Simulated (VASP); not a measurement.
# Re (P6_3/mmc) in VASP: relaxation of shape and atoms at fixed volume with PBEsol

Aim: the relaxation of shape and atoms at fixed volume of Re with PBEsol.

All numbers are computed with VASP 6.6.1; they aren't measurements. Logs are shortened: lines on timing, memory, paths and dates and some standing lists are left out, and cuts for length are marked.

## Step 1: The cell of the first run

The structure is hexagonal, space group P6_3/mmc (No. 194). The conventional cell has a = 2.636 Å, b = 2.636 Å, c = 4.258 Å, α = 90.00°, β = 90.00°, γ = 120.00°. Re (site symmetry -6m2) has 12 Re at 2.62 to 2.64 Å within 3.5 Å.

## Step 2: Relaxation of shape and atoms at fixed volume, PBEsol (12.81 Å³/atom)

File INCAR:

```
SYSTEM = Re
  PREC = Accurate
  ENCUT = 600
  EDIFF = 1E-7
  ISMEAR = 0
  SIGMA = 0.1
  LREAL = .False.
  LASPH = .True.
  NELM = 100
  ALGO = Normal
  ISIF = 4
  LWAVE = .False.
  LCHARG = .False.
  GGA = PS
  IBRION = 2
  NSW = 50
  EDIFFG = -0.01
```

File KPOINTS:

```
regular mesh
0
Gamma
  18 18 10
  0 0 0
```

File POSCAR:

```
Re
1.0
    2.6356316777      0.0000000000      0.0000000000
   -1.3178158388      2.2825239879      0.0000000000
    0.0000000000      0.0000000000      4.2578489474
Re
2
Direct
    0.3333333333      0.6666666667      0.2500000000
    0.6666666667      0.3333333333      0.7500000000
```

Potentials or basis: VASP PAW PBE potentials, release 64 (Re).

Started as:

```bash
$ cat potpaw_PBE.64/Re/POTCAR > POTCAR
$ mpirun -np 1 vasp_std > vasp.out
```

OUTCAR:

```text
SYSTEM = Re
   PREC = Accurate
   ENCUT = 600
   EDIFF = 1E-7
   ISMEAR = 0
   LREAL = .False.
   LASPH = .True.
   NELM = 100
   ISIF = 4
   GGA = PS
   IBRION = 2
   NSW = 50
   EDIFFG = -0.01

 ion  position               nearest neighbor table
   1  0.333  0.667  0.250-   2 2.62   2 2.62   2 2.62   2 2.62   2 2.62   2 2.62
   2  0.667  0.333  0.750-   1 2.62   1 2.62   1 2.62   1 2.62   1 2.62   1 2.62

  LATTYP: Found a hexagonal cell.
 ALAT       =     2.6356316777
 C/A-ratio  =     1.6154946776

  Lattice vectors:

 A1 = (   2.6356316777,   0.0000000000,   0.0000000000)
 A2 = (  -1.3178158388,   2.2825239879,   0.0000000000)
 A3 = (   0.0000000000,   0.0000000000,   4.2578489474)

Analysis of symmetry for initial positions (statically):
=====================================================================
 Subroutine PRICEL returns:
 Original cell was already a primitive cell.

 Routine SETGRP: Setting up the symmetry group for a
 hexagonal supercell.

 Subroutine GETGRP returns: Found 24 space group operations
 (whereof 12 operations were pure point group operations)
 out of a pool of 24 trial point group operations.

The static configuration has the point symmetry D_3d.
 The point group associated with its full space group is D_6h.

Analysis of symmetry for dynamics (positions and initial velocities):
=====================================================================
 Subroutine PRICEL returns:
 Original cell was already a primitive cell.

 Routine SETGRP: Setting up the symmetry group for a
 hexagonal supercell.

 Subroutine GETGRP returns: Found 24 space group operations
 (whereof 12 operations were pure point group operations)
 out of a pool of 24 trial point group operations.

The dynamic configuration has the point symmetry D_3d.
 The point group associated with its full space group is D_6h.

 Subroutine INISYM returns: Found 24 space group operations
 (whereof 12 operations are pure point group operations),
 and found     1 'primitive' translations

----------------------------------------------------------------------------------------

                                     Primitive cell

  volume of cell :      25.6148

  direct lattice vectors                    reciprocal lattice vectors
     2.635631678  0.000000000  0.000000000     0.379415686  0.219055748  0.000000000
    -1.317815839  2.282523988  0.000000000     0.000000000  0.438111496  0.000000000
     0.000000000  0.000000000  4.257848947     0.000000000  0.000000000  0.234860375

  length of vectors
     2.635631678  2.635631678  4.257848947     0.438111496  0.438111496  0.234860375

  position of ions in fractional coordinates (direct lattice)
     0.333333333  0.666666667  0.250000000
     0.666666667  0.333333333  0.750000000

  ion indices of the primitive-cell ions
   primitive index   ion index
                 1           1
                 2           2

----------------------------------------------------------------------------------------

 KPOINTS: regular mesh

Automatic generation of k-mesh.
 Grid dimensions read from file:
 generate k-points for:   18   18   10

 Generating k-lattice:

  Cartesian coordinates                     Fractional coordinates (reciprocal lattice)
     0.021078649  0.012169764  0.000000000     0.055555556 -0.000000000  0.000000000
     0.000000000  0.024339528  0.000000000     0.000000000  0.055555556  0.000000000
     0.000000000  0.000000000  0.023486037     0.000000000  0.000000000  0.100000000

  Length of vectors
     0.024339528  0.024339528  0.023486037

  Shift w.r.t. Gamma in fractional coordinates (k-lattice)
     0.000000000  0.000000000  0.000000000

 Subroutine IBZKPT returns following result:
 ===========================================

 Found    222 irreducible k-points:

 Following reciprocal coordinates:
            Coordinates               Weight
  0.000000  0.000000  0.000000      1.000000
  0.055556 -0.000000  0.000000      6.000000
  0.111111 -0.000000  0.000000      6.000000
  0.166667  0.000000  0.000000      6.000000
  0.222222  0.000000  0.000000      6.000000
  0.277778  0.000000  0.000000      6.000000
[... 16 lines left out ...]
  0.333333  0.111111  0.000000     12.000000
  0.388889  0.111111  0.000000     12.000000
 [... further k-points ...]
   k-points           NKPTS =    222   k-points in BZ     NKDIM =    222   number of bands    NBANDS=     11
   number of dos      NEDOS =    301   number of ions     NIONS =      2
   total plane-waves  NPLWV =  20736
   dimension x,y,z NGX =    24 NGY =   24 NGZ =   36
   dimension x,y,z NGXF=    48 NGYF=   48 NGZF=   72
   ions per type =               2
   NGX,Y,Z   is equivalent  to a cutoff of  15.14, 15.14, 14.06 a.u.
   NGXF,Y,Z  is equivalent  to a cutoff of  30.28, 30.28, 28.11 a.u.
 SYSTEM =  Re
   PREC   = accura    normal or accurate (medium, high low for compatibility)
   ISTART =      0    job   : 0-new  1-cont  2-samecut
   ICHARG =      2    charge: 1-file 2-atom 10-const
   ISPIN  =      1    spin polarized calculation?
   LNONCOLLINEAR =      F non collinear calculations
   LSORBIT =      F    spin-orbit coupling
   LASPH  =      T    aspherical Exc in radial PAW
   ENCUT  =  600.0 eV  44.10 Ry    6.64 a.u.   5.26  5.26  8.50*2*pi/ulx,y,z
   NELM   =    100;   NELMIN=  2; NELMDL= -5     # of ELM steps
   EDIFF  = 0.1E-06   stopping-criterion for ELM
   LREAL  =      F    real-space projection
   EDIFFG = -.1E-01   stopping-criterion for IOM
   NSW    =     50    number of steps for IOM
   IBRION =      2    ionic relax: 0-MD 1-quasi-New 2-CG
   NFREE  =      1    steps in history (QN), initial steepest desc. (CG)
   ISIF   =      4    stress and relaxation
   ISYM   =      2    0-nonsym 1-usesym 2-fastsym
   POTIM  = 0.5000    time-step for ionic-motion
   TEBEG  =    0.0;   TEEND  =   0.0 temperature during run
   PSTRESS=    0.0 pullay stress
   NELECT =      14.0000    total number of electrons
   NUPDOWN=      -1.0000    fix difference up-down
   EMIN   =  10.00;   EMAX   =-10.00  energy-range for DOS
   EFERMI =   0.00;   METHOD = LEGACY
   ISMEAR =     0;   SIGMA  =   0.10  broadening in eV -4-tet -1-fermi 0-gaus
   EFERMI_NEDOS =   21; number of points for ismear=-14 and -15
   IALGO  =     38    algorithm
   IMIX   =      4    mixing-type and parameters
     AMIX     =   0.40;   BMIX     =  1.00
     AMIX_MAG =   1.60;   BMIX_MAG =  1.00
  volume/ion in A,a.u.               =      12.81        86.43
  Fermi-wavevector in a.u.,A,eV,Ry     =   1.338507  2.529412 24.376221  1.791602
  Thomas-Fermi vector in A             =   2.466972
   LORBIT       =      0    0 simple, 1 ext, 2 COOP (PROOUT), +10 PAW based schemes
   GGA     = PS    functional components
   LHFCALC =     F    Hartree Fock is set to
   AEXX    =    0.0000 exact exchange contribution
   IVDW    =     0    specifies the selected vdW correction
   LEPSILON=     F    determine dielectric tensor
   LRPA    =     F    only Hartree local field effects (RPA)
 conjugate gradient relaxation of ions
 non-spin polarized calculation
 Gauss-broadening in eV      SIGMA  =   0.10
  energy-cutoff  :      600.00
  volume of cell :       25.61
 maximum number of plane-waves:       870
 NGX is ok and might be reduce to    24
   NGX = 11   NGY = 11   NGZ = 17

 number of electron      14.0000000 magnetization

 Free energy of the ion-electron system (eV)
  ---------------------------------------------------
  ext. energy  EPLUGINS =         0.00000000
  ---------------------------------------------------
  free energy    TOTEN  =       -26.07786250 eV

  energy without entropy =      -26.07148088  energy(sigma->0) =      -26.07467169

 E-fermi :   9.5381     XC(G=0): -14.5879

 val. band max:        9.5324961466   @ k =   0.3333   0.3333   0.5000
 cond. band min:       9.5425128138   @ k =   0.3889   0.2222   0.3000
 fundamental gap:      0.0100166672
 Fermi energy:         9.5381333113

 k-point     1 :       0.0000    0.0000    0.0000
  band No.  band energies     occupation
      1      -1.3206      2.00000
      2       1.7940      2.00000
      3       7.5268      2.00000
      4       7.5268      2.00000
      5       7.5430      2.00000
      6       8.5756      2.00000
      7       8.5756      2.00000
      8       9.7141      0.01283
      9       9.7141      0.01283
     10      10.5516      0.00000
     11      13.5806      0.00000

 k-point     2 :       0.0556   -0.0000    0.0000
  band No.  band energies     occupation
      1      -1.1699      2.00000
      2       1.9369      2.00000
      3       7.0845      2.00000
      4       7.6675      2.00000
      5       7.9303      2.00000
      6       8.4610      2.00000
      7       8.7098      2.00000
      8       9.4437      1.81817
      9       9.5874      0.48562
     10      10.0822      0.00000
     11      13.6754      0.00000

 k-point     3 :       0.1111   -0.0000    0.0000
  band No.  band energies     occupation
      1      -0.7334      2.00000
      2       2.3350      2.00000
      3       6.5624      2.00000
      4       8.0848      2.00000
      5       8.0899      2.00000
      6       8.4145      2.00000
      7       8.4289      2.00000
      8       9.1071      2.00000
      9       9.2578      1.99993
     10       9.6662      0.07007
     11      13.9064      0.00000
[... 267 lines left out ...]
 k-point    23 :       0.3333    0.1111    0.0000
  band No.  band energies     occupation
      1       2.9719      2.00000
      2       3.2076      2.00000
      3       3.6269      2.00000
      4       6.5328      2.00000
      5       6.9691      2.00000
      6       8.1987      2.00000
      7       8.4095      2.00000
      8      12.2759      0.00000
      9      13.5562      0.00000
     10      14.5368      0.00000
     11      15.2611      0.00000

 k-point    24 :       0.3889    0.1111    0.0000
  band No.  band energies     occupation
      1       2.8631      2.00000
      2       3.2522      2.00000
      3       3.2906      2.00000
      4       6.9341      2.00000
      5       7.1082      2.00000
      6       7.9313      2.00000
      7       8.8175      2.00000
      8      13.4359      0.00000
      9      14.1755      0.00000
     10      14.5632      0.00000
     11      16.4803      0.00000

 [... further k-points ...]

------------------------ aborting loop because EDIFF is reached ----------------------------------------

  FORCE on cell =-STRESS in cart. coord.  units (eV):
  Direction    XX          YY          ZZ          XY          YZ          ZX
  --------------------------------------------------------------------------------------
  -------------------------------------------------------------------------------------
  Total       10.8922974     10.8922974     10.8847745      0.0000000     -0.0000000     -0.0000000
  in kB      681.3021415    681.3021415    680.8315940      0.0000000     -0.0000000     -0.0000000
  external PRESSURE =     681.1452923 kB  Pullay stress =       0.0000000 kB

 VOLUME and BASIS-vectors are now :
 -----------------------------------------------------------------------------
  energy-cutoff  :      600.00
  volume of cell :       25.61
      direct lattice vectors                 reciprocal lattice vectors
     2.635631678  0.000000000  0.000000000     0.379415686  0.219055748  0.000000000
    -1.317815839  2.282523988  0.000000000     0.000000000  0.438111496  0.000000000
     0.000000000  0.000000000  4.257848947     0.000000000  0.000000000  0.234860375

 POSITION                                       TOTAL-FORCE (eV/Angst)
 -----------------------------------------------------------------------------------
     -0.00000      1.52168      1.06446        -0.000000     -0.000000      0.000000
      1.31782      0.76084      3.19339         0.000000      0.000000      0.000000
 -----------------------------------------------------------------------------------
    total drift:                                0.000000     -0.000000     -0.000000

  FREE ENERGIE OF THE ION-ELECTRON SYSTEM (eV)
  ---------------------------------------------------
  free  energy   TOTEN  =       -26.0778624951 eV

  energy  without entropy=      -26.0714808787  energy(sigma->0) =      -26.07467169

 reached required accuracy - stopping structural energy minimisation
```

It took 1.9 min on 1 thread of Intel Xeon 8259CL, shared host; peak memory 0.22 GiB.

What came out:

| Property | Result |
| --- | --- |
| Free energy | -26.0779 eV |
| Pressure after relaxing | 68.1 GPa |
| Band gap on the k mesh | zero (bands 7 and 8 overlap by 4.15 eV) |

Final structure:
```
Re
1.0
     2.63563    0.00000    0.00000
    -1.31782    2.28252    0.00000
     0.00000    0.00000    4.25785
Re
2
Direct
  0.33333 0.66667 0.25000
  0.66667 0.33333 0.75000
```

Levels at points of the mesh, in eV from the Fermi level:
| k point | band 4 | band 5 | band 6 | band 7 | band 8 | band 9 | band 10 | band 11 |
| --- | --- | --- | --- | --- | --- | --- | --- | --- |
| (0.00, 0.00, 0.00) | -2.01 | -2.00 | -0.96 | -0.96 | 0.18 | 0.18 | 1.01 | 4.04 |
| (0.50, 0.00, 0.00) | -2.44 | -1.72 | -1.59 | -0.68 | 4.89 | 5.40 | 5.57 | 7.44 |
| (0.00, 0.00, 0.50) | -2.81 | -2.16 | -2.16 | -2.16 | -2.16 | 3.11 | 3.11 | 3.11 |
| (0.50, 0.00, 0.50) | -5.02 | 0.41 | 0.41 | 1.30 | 1.30 | 5.28 | 5.29 | 5.82 |

Caveat: the PAW data sets were made with another functional, which shifts forces and pressure a little; spin-orbit coupling is left out, which moves the levels of the heavy elements.
